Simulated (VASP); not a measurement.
A run of VASP 6.6.1 is set up as follows.

INCAR

```
ALGO = Fast ; EDIFF = 1E-7
ENCUT = 520 ; ISIF = 2
ISMEAR = 0 ; LASPH = T
LCHARG = F ; LREAL = F
LWAVE = F ; NBANDS = 11
NELM = 80 ; PREC = Accurate
SIGMA = 0.15
```

The input KPOINTS:

```
k-points
0
Gamma
  15 15 12
```

The input POSCAR:

```
Ba
1.0
    4.3116136979      0.0000000000      0.0000000000
   -2.1558068490      3.7339669937      0.0000000000
    0.0000000000      0.0000000000      3.9134133000
Ba
1
Direct
    0.0000000000      0.0000000000      0.0000000000
```

Potentials or basis: VASP PAW LDA potentials, release 64 (Ba_sv).

Run with:

```console
$ cat potpaw_LDA.64/Ba_sv/POTCAR > POTCAR
$ mpirun -np 1 vasp_std > vasp.out
```

Question: Estimate the band gap on the k mesh.

Answer: Zero (band 5 reaches 1.82 eV, above the bottom of band 6 at 1.33 eV).

Question: Estimate the pressure.

Answer: -1.3 GPa.

Stress tensor (GPa, compression positive):
```
-1.53  0.00  0.00
 0.00 -1.53  0.00
 0.00  0.00 -0.78
```

Caveat: spin-orbit coupling is left out, which moves the levels of the heavy elements.
